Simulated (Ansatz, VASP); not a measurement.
# Two plane-wave programs on Ta

File INCAR:

```
  PREC = Accurate
  ENCUT = 520
  EDIFF = 1E-6
  ISMEAR = 0
  SIGMA = 0.15
  LREAL = False
  LASPH = True
  NELM = 60
  ALGO = Fast
  ISIF = 2
  LWAVE = False
  LCHARG = False
  GGA = PS
  NBANDS = 12
```

File KPOINTS:

```
regular mesh
0
Gamma
  20 20 20
```

POSCAR

```
Ta
1.0
   -1.7338440000      1.7338440000      1.6925620000
    1.7338440000     -1.7338440000      1.6925620000
    1.7338440000      1.7338440000     -1.6925620000
Ta
1
Direct
    0.0000000000      0.0000000000      0.0000000000
```

Input for Ansatz:

```yaml
crystal:
  lattice:
    - [-1.733844, 1.733844, 1.692562]
    - [1.733844, -1.733844, 1.692562]
    - [1.733844, 1.733844, -1.692562]
  atoms:
    - { symbol: Ta, position: [0.0, 0.0, 0.0] }
basis:
  ecutwfc: 420
kpoints:
  mp_grid: { grid: [20, 20, 20] }
hamiltonian:
  xc: pbesol
scf:
  occupations: { method: gaussian, width: 0.15 }
output:
  forces: true
  stress: true
  eigenvalues: true
```

Change from the starting cell: strain +0.050 along x and y, +0.025 along z, atoms carried along.

Alike in both runs: task single point; functional PBEsol; k mesh 20 × 20 × 20; occupations gaussian, width 0.15 eV; no spin polarisation.

|  | VASP | Ansatz |
| --- | --- | --- |
| version | VASP 6.6.1 | Ansatz 0.2.0 |
| potentials or method | VASP PAW PBE potentials, release 64 (Ta_pv), cutoff 520 eV | scalar-relativistic, plane waves, PAW |
| valence electrons in the cell | 11 | 13 |

```tsv
	VASP	Ansatz	Ansatz less VASP
gap on the k mesh at the Fermi level (eV)	none	none	-
pressure (GPa)	-22.4	-22.4	+0.01
traceless stress, the component that is largest in VASP (GPa)	1.12	1.12	-0.001
```

VASP's potentials were made for PBE, not for PBEsol. A gap of «none» marks a metal or a gap that the smearing closes. The functional is the same, so the differences come from potentials, cutoffs and numerics. VASP's potentials hold 11 valence electrons a cell and Ansatz's 13, so a difference there can come from the potentials and not from the codes.

Neither program's run includes spin-orbit coupling.
